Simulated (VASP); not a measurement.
Here is a VASP 6.6.1 calculation.

Contents of INCAR:

```
SYSTEM = CsBe3Ag
  ALGO = Fast
  EDIFF = 1E-6
  ENCUT = 520
  GGA = PE
  ISIF = 2
  ISMEAR = 0
  LASPH = .True.
  LCHARG = .False.
  LREAL = .False.
  LWAVE = .False.
  NBANDS = 21
  NELM = 60
  PREC = Accurate
  SIGMA = 0.1
```

KPOINTS

```
k-points
0
Gamma
  8 6 6
  0 0 0
```

POSCAR

```
CsBe3Ag
1.0
    4.4197097125      0.0000000000      0.0000000000
    0.0000000000      6.4980431103      0.0000000000
    0.0000000000      0.0000000000      6.7208979396
Cs Be Ag
1 3 1
Direct
    0.5000000000      0.5000000000      0.5000000000
    0.5000000000      0.3387121386      0.0000000000
    0.5000000000      0.6612878614      0.0000000000
    0.0000000000      0.0000000000      0.0000000000
    0.5000000000      0.0000000000      0.0000000000
```

Potentials or basis: VASP PAW PBE potentials, release 64 (Cs_sv, Be, Ag).

Command:

```bash
$ cat potpaw_PBE.64/Cs_sv/POTCAR potpaw_PBE.64/Be/POTCAR potpaw_PBE.64/Ag/POTCAR > POTCAR
$ mpirun -np 1 vasp_std > vasp.out
```

(1) What does it give for the pressure?

(2) Predict the band gap on the k mesh.

Answers

(1) 0.0 GPa.

(2) zero (bands 13 and 14 overlap by 0.92 eV).

Caveat: spin-orbit coupling is left out, which moves the levels of the heavy elements.
